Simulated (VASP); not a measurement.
# H2C18O in VASP: a series of runs

The runs below take H2C18O through single point, with PBE.

Everything below comes from runs of VASP 6.6.1. Logs are shortened: lines on timing, memory, paths and dates and some standing lists are left out, and cuts for length are marked.

### 1 The cell of the first run

The cell holds a slab with vacuum, 21 atoms: a = 7.398 Å, b = 7.398 Å, c = 11.000 Å, α = 90.00°, β = 90.00°, γ = 120.00°.

### 2 Single point, PBE

The input, INCAR:

```
PREC     = Accurate       # precision mode
ENCUT    = 520            # plane-wave cutoff, eV
EDIFF    = 1E-6           # SCF threshold, eV
ISMEAR   = 0              # smearing method
SIGMA    = 0.05           # smearing width, eV
LREAL    = Auto         
LASPH    = True           # aspherical terms in the spheres
NELM     = 100            # most SCF steps
ALGO     = Normal         # electronic algorithm
ISIF     = 2              # what is computed and relaxed
LWAVE    = False          # write WAVECAR
LCHARG   = False          # write CHGCAR
GGA      = PE             # functional
NBANDS   = 56             # bands
```

The input, KPOINTS:

```
regular mesh
0
Gamma
  2 2 1
```

The input, POSCAR:

```
H2C18O
1.0
    7.3980000000      0.0000000000      0.0000000000
   -3.6990000000      6.4068560000      0.0000000000
    0.0000000000      0.0000000000     11.0000000000
C O H
18 1 2
Direct
    0.0106005620      0.0020924460      0.0655128182
    0.2351707068      0.1143635818      0.0655402727
    0.0118737001      0.3377806525      0.0654670909
    0.2339948797      0.4488916248      0.0655151818
    0.0130102073      0.6699460703      0.0655420909
    0.2328680284      0.7798133749      0.0655498182
    0.3450528492      0.0043484667      0.0656188182
    0.5673180848      0.1154296273      0.0657516364
    0.3462743508      0.3365911455      0.0655754545
    0.5661908448      0.4466220249      0.0656977273
    0.3439576513      0.6687649918      0.0655518182
    0.5685431975      0.7810420587      0.0655504545
    0.6797145025      0.0031637983      0.0655388182
    0.8995745505      0.1131904635      0.0654704545
    0.6773765262      0.3355265047      0.0658044545
    0.9020496319      0.4478162144      0.0655566364
    0.6785459241      0.6711834947      0.0655963636
    0.9006947466      0.7822248541      0.0655666364
    0.6657047809      0.2026869341      0.3913847273
    0.6080281580      0.2720509092      0.4391475455
    0.6322308875      0.2186445271      0.3081523636
```

Potentials or basis: VASP PAW PBE potentials, release 64 (C, O, H).

Launch:

```bash
$ cat potpaw_PBE.64/C/POTCAR potpaw_PBE.64/O/POTCAR potpaw_PBE.64/H/POTCAR > POTCAR
$ mpirun -np 1 vasp_std > vasp.out
```

OUTCAR:

```text
PREC = Accurate
   ENCUT = 520
   EDIFF = 1E-6
   ISMEAR = 0
   LREAL = Auto
   LASPH = True
   NELM = 100
   ISIF = 2
   GGA = PE

 ion  position               nearest neighbor table
   1  0.011  0.002  0.066-  18 1.41  14 1.42   2 1.44
   2  0.235  0.114  0.066-   7 1.41   9 1.42   1 1.44
   3  0.012  0.338  0.065-  16 1.41   4 1.42  14 1.44
   4  0.234  0.449  0.066-  11 1.41   3 1.42   9 1.44
   5  0.013  0.670  0.066-   6 1.41  16 1.42  18 1.44
   6  0.233  0.780  0.066-   5 1.41  11 1.42   7 1.44
[... 10 lines left out ...]
  17  0.679  0.671  0.066-  12 1.41  18 1.42  10 1.44
  18  0.901  0.782  0.066-   1 1.41  17 1.42   5 1.44
  19  0.666  0.203  0.391-  20 0.97  21 0.97
  20  0.608  0.272  0.439-  19 0.97
  21  0.632  0.219  0.308-  19 0.97

  LATTYP: Found a hexagonal cell.
 ALAT       =     7.3980000000
 C/A-ratio  =     1.4868883482

  Lattice vectors:

 A1 = (   7.3980000000,   0.0000000000,   0.0000000000)
 A2 = (  -3.6990000000,   6.4068560000,   0.0000000000)
 A3 = (   0.0000000000,   0.0000000000,  11.0000000000)

Analysis of symmetry for initial positions (statically):
=====================================================================
 Subroutine PRICEL returns:
 Original cell was already a primitive cell.

 Routine SETGRP: Setting up the symmetry group for a
 hexagonal supercell.

 Subroutine GETGRP returns: Found  1 space group operations
 (whereof  1 operations were pure point group operations)
 out of a pool of 24 trial point group operations.

The static configuration has the point symmetry C_1 .

Analysis of symmetry for dynamics (positions and initial velocities):
=====================================================================
 Subroutine PRICEL returns:
 Original cell was already a primitive cell.

 Routine SETGRP: Setting up the symmetry group for a
 hexagonal supercell.

 Subroutine GETGRP returns: Found  1 space group operations
 (whereof  1 operations were pure point group operations)
 out of a pool of 24 trial point group operations.

The dynamic configuration has the point symmetry C_1 .

 Subroutine INISYM returns: Found  1 space group operations
 (whereof  1 operations are pure point group operations),
 and found     1 'primitive' translations

----------------------------------------------------------------------------------------

                                     Primitive cell

  volume of cell :     521.3771

  direct lattice vectors                    reciprocal lattice vectors
     7.398000000  0.000000000  0.000000000     0.135171668  0.078041398  0.000000000
    -3.699000000  6.406856000  0.000000000     0.000000000  0.156082796  0.000000000
     0.000000000  0.000000000 11.000000000     0.000000000  0.000000000  0.090909091

  length of vectors
     7.398000000  7.398000054 11.000000000     0.156082797  0.156082796  0.090909091

  position of ions in fractional coordinates (direct lattice)
     0.010600562  0.002092446  0.065512818
     0.235170707  0.114363582  0.065540273
     0.011873700  0.337780653  0.065467091
     0.233994880  0.448891625  0.065515182
     0.013010207  0.669946070  0.065542091
     0.232868028  0.779813375  0.065549818
[... 13 lines left out ...]
     0.608028158  0.272050909  0.439147545
     0.632230888  0.218644527  0.308152364

  ion indices of the primitive-cell ions
   primitive index   ion index
                 1           1
                 2           2
                 3           3
                 4           4
                 5           5
                 6           6
[... 13 lines left out ...]
                20          20
                21          21

----------------------------------------------------------------------------------------

 KPOINTS: regular mesh

Automatic generation of k-mesh.
 Grid dimensions read from file:
 generate k-points for:    2    2    1

 Generating k-lattice:

  Cartesian coordinates                     Fractional coordinates (reciprocal lattice)
     0.067585834  0.039020699  0.000000000     0.500000000 -0.000000000  0.000000000
     0.000000000  0.078041398  0.000000000     0.000000000  0.500000000  0.000000000
     0.000000000  0.000000000  0.090909091     0.000000000  0.000000000  1.000000000

  Length of vectors
     0.078041399  0.078041398  0.090909091

  Shift w.r.t. Gamma in fractional coordinates (k-lattice)
     0.000000000  0.000000000  0.000000000

 Subroutine IBZKPT returns following result:
 ===========================================

 Found      4 irreducible k-points:

 Following reciprocal coordinates:
            Coordinates               Weight
  0.000000  0.000000  0.000000      1.000000
  0.500000 -0.000000  0.000000      1.000000
  0.000000  0.500000  0.000000      1.000000
  0.500000  0.500000  0.000000      1.000000
   k-points           NKPTS =      4   k-points in BZ     NKDIM =      4   number of bands    NBANDS=     56
   number of dos      NEDOS =    301   number of ions     NIONS =     21
   total plane-waves  NPLWV = 263424
   dimension x,y,z NGX =    56 NGY =   56 NGZ =   84
   dimension x,y,z NGXF=   112 NGYF=  112 NGZF=  168
   ions per type =              18   1   2
   NGX,Y,Z   is equivalent  to a cutoff of  12.58, 12.58, 12.70 a.u.
   NGXF,Y,Z  is equivalent  to a cutoff of  25.17, 25.17, 25.39 a.u.
 SYSTEM =  unknown system
   PREC   = accura    normal or accurate (medium, high low for compatibility)
   ISTART =      0    job   : 0-new  1-cont  2-samecut
   ICHARG =      2    charge: 1-file 2-atom 10-const
   ISPIN  =      1    spin polarized calculation?
   LNONCOLLINEAR =      F non collinear calculations
   LSORBIT =      F    spin-orbit coupling
   LASPH  =      T    aspherical Exc in radial PAW
   ENCUT  =  520.0 eV  38.22 Ry    6.18 a.u.  13.76 13.76 20.45*2*pi/ulx,y,z
   NELM   =    100;   NELMIN=  2; NELMDL= -5     # of ELM steps
   EDIFF  = 0.1E-05   stopping-criterion for ELM
   LREAL  =      T    real-space projection
   EDIFFG = 0.1E-04   stopping-criterion for IOM
   NSW    =      0    number of steps for IOM
   IBRION =     -1    ionic relax: 0-MD 1-quasi-New 2-CG
   NFREE  =      0    steps in history (QN), initial steepest desc. (CG)
   ISIF   =      2    stress and relaxation
   ISYM   =      2    0-nonsym 1-usesym 2-fastsym
   POTIM  = 0.5000    time-step for ionic-motion
   TEBEG  =    0.0;   TEEND  =   0.0 temperature during run
   PSTRESS=    0.0 pullay stress
   NELECT =      80.0000    total number of electrons
   NUPDOWN=      -1.0000    fix difference up-down
   EMIN   =  10.00;   EMAX   =-10.00  energy-range for DOS
   EFERMI =   0.00;   METHOD = LEGACY
   ISMEAR =     0;   SIGMA  =   0.05  broadening in eV -4-tet -1-fermi 0-gaus
   EFERMI_NEDOS =   21; number of points for ismear=-14 and -15
   IALGO  =     38    algorithm
   IMIX   =      4    mixing-type and parameters
     AMIX     =   0.40;   BMIX     =  1.00
     AMIX_MAG =   1.60;   BMIX_MAG =  1.00
  volume/ion in A,a.u.               =      24.83       167.54
  Fermi-wavevector in a.u.,A,eV,Ry     =   0.876437  1.656226 10.451210  0.768142
  Thomas-Fermi vector in A             =   1.996247
   LORBIT       =      0    0 simple, 1 ext, 2 COOP (PROOUT), +10 PAW based schemes
   GGA     = PE    functional components
   LHFCALC =     F    Hartree Fock is set to
   AEXX    =    0.0000 exact exchange contribution
   IVDW    =     0    specifies the selected vdW correction
   LEPSILON=     F    determine dielectric tensor
   LRPA    =     F    only Hartree local field effects (RPA)
 non-spin polarized calculation
 Gauss-broadening in eV      SIGMA  =   0.05
  energy-cutoff  :      520.00
  volume of cell :      521.38
 maximum number of plane-waves:     14099
 NGX is ok and might be reduce to    56
   NGX = 27   NGY = 27   NGZ = 41

 number of electron      79.9999997 magnetization

 Free energy of the ion-electron system (eV)
  ---------------------------------------------------
  ext. energy  EPLUGINS =         0.00000000
  ---------------------------------------------------
  free energy    TOTEN  =      -179.88348303 eV

  energy without entropy =     -179.88324969  energy(sigma->0) =     -179.88336636

 E-fermi :  -1.4904     XC(G=0):  -4.4825

 val. band max:       -1.5942331300   @ k =   0.0000   0.0000   0.0000
 cond. band min:      -1.3852384915   @ k =   0.0000   0.0000   0.0000
 fundamental gap:      0.2089946385
 Fermi energy:        -1.4903701885

 k-point     1 :       0.0000    0.0000    0.0000
  band No.  band energies     occupation
      1     -22.2835      2.00000
      2     -21.0141      2.00000
      3     -18.5161      2.00000
      4     -18.4941      2.00000
      5     -18.4334      2.00000
      6     -18.4227      2.00000
[... 44 lines left out ...]
     51       3.5551      0.00000
     52       4.4751      0.00000

 k-point     2 :       0.5000   -0.0000    0.0000
  band No.  band energies     occupation
      1     -22.2834      2.00000
      2     -20.3683      2.00000
      3     -20.3521      2.00000
      4     -19.1123      2.00000
      5     -19.0226      2.00000
      6     -16.6256      2.00000
[... 44 lines left out ...]
     51       4.2081      0.00000
     52       4.4142      0.00000

 k-point     3 :       0.0000    0.5000    0.0000
  band No.  band energies     occupation
      1     -22.2834      2.00000
      2     -20.3678      2.00000
      3     -20.3526      2.00000
      4     -19.1095      2.00000
      5     -19.0256      2.00000
      6     -16.6218      2.00000
[... 44 lines left out ...]
     51       4.2301      0.00000
     52       4.4097      0.00000

 k-point     4 :       0.5000    0.5000    0.0000
  band No.  band energies     occupation
      1     -22.2833      2.00000
      2     -20.3679      2.00000
      3     -20.3525      2.00000
      4     -19.1126      2.00000
      5     -19.0223      2.00000
      6     -16.6257      2.00000
[... 44 lines left out ...]
     51       4.2531      0.00000
     52       4.3507      0.00000
 [bands above 52 left out]

------------------------ aborting loop because EDIFF is reached ----------------------------------------

  FORCE on cell =-STRESS in cart. coord.  units (eV):
  Direction    XX          YY          ZZ          XY          YZ          ZX
  --------------------------------------------------------------------------------------
  -------------------------------------------------------------------------------------
  Total        1.5847908      1.5921555      0.0562615     -0.0062146      0.0360222     -0.0383264
  in kB        4.8700179      4.8926492      0.1728900     -0.0190972      0.1106952     -0.1177759
  external PRESSURE =       3.3118524 kB  Pullay stress =       0.0000000 kB

 VOLUME and BASIS-vectors are now :
 -----------------------------------------------------------------------------
  energy-cutoff  :      520.00
  volume of cell :      521.38
      direct lattice vectors                 reciprocal lattice vectors
     7.398000000  0.000000000  0.000000000     0.135171668  0.078041398  0.000000000
    -3.699000000  6.406856000  0.000000000     0.000000000  0.156082796  0.000000000
     0.000000000  0.000000000 11.000000000     0.000000000  0.000000000  0.090909091

 POSITION                                       TOTAL-FORCE (eV/Angst)
 -----------------------------------------------------------------------------------
      0.07068      0.01341      0.72064         0.004070     -0.008681      0.000424
      1.31676      0.73271      0.72094        -0.009265     -0.008124     -0.000376
     -1.16161      2.16411      0.72014        -0.000163     -0.002561     -0.000495
      0.07064      2.87598      0.72067         0.008623      0.005447     -0.000509
     -2.38188      4.29225      0.72096        -0.008746      0.004933      0.000349
     -1.16177      4.99615      0.72105        -0.005122      0.001003     -0.000410
[... 13 lines left out ...]
      3.49188      1.74299      4.83062        -0.061862      0.045576      0.105159
      3.86848      1.40082      3.38968        -0.001923     -0.010916     -0.132317
 -----------------------------------------------------------------------------------
    total drift:                               -0.003598      0.005460     -0.001528

  FREE ENERGIE OF THE ION-ELECTRON SYSTEM (eV)
  ---------------------------------------------------
  free  energy   TOTEN  =      -179.8834830265 eV

  energy  without entropy=     -179.8832496946  energy(sigma->0) =     -179.88336636
```

It took 2.4 min on 1 thread of Intel Xeon 6975P-C (Granite Rapids), shared host; peak memory 0.6 GiB.

Results:

```
Free energy            : -179.8835 eV
Largest force          : 0.133 eV/Å
Band gap on the k mesh : 0.21 eV, direct
```

Forces on the atoms (eV/Å):
```
C    0.004 -0.009  0.000
C   -0.009 -0.008  0.000
C    0.000 -0.003  0.000
C    0.009  0.005 -0.001
C   -0.009  0.005  0.000
C   -0.005  0.001  0.000
C   -0.011 -0.007  0.001
C    0.010 -0.007  0.000
C   -0.007  0.008  0.000
C    0.002  0.009  0.000
C    0.008  0.002  0.000
C   -0.002 -0.001  0.000
C   -0.004  0.002 -0.001
C    0.001  0.013  0.000
C    0.008  0.010  0.000
C   -0.002 -0.006  0.000
C    0.003 -0.010  0.000
C    0.003  0.000 -0.001
O    0.066 -0.038  0.028
H   -0.062  0.046  0.105
H   -0.002 -0.011 -0.132
```

Caveat: the k points lie up to 0.49 Å⁻¹ apart.

(Part 1 of 3 ends here.)
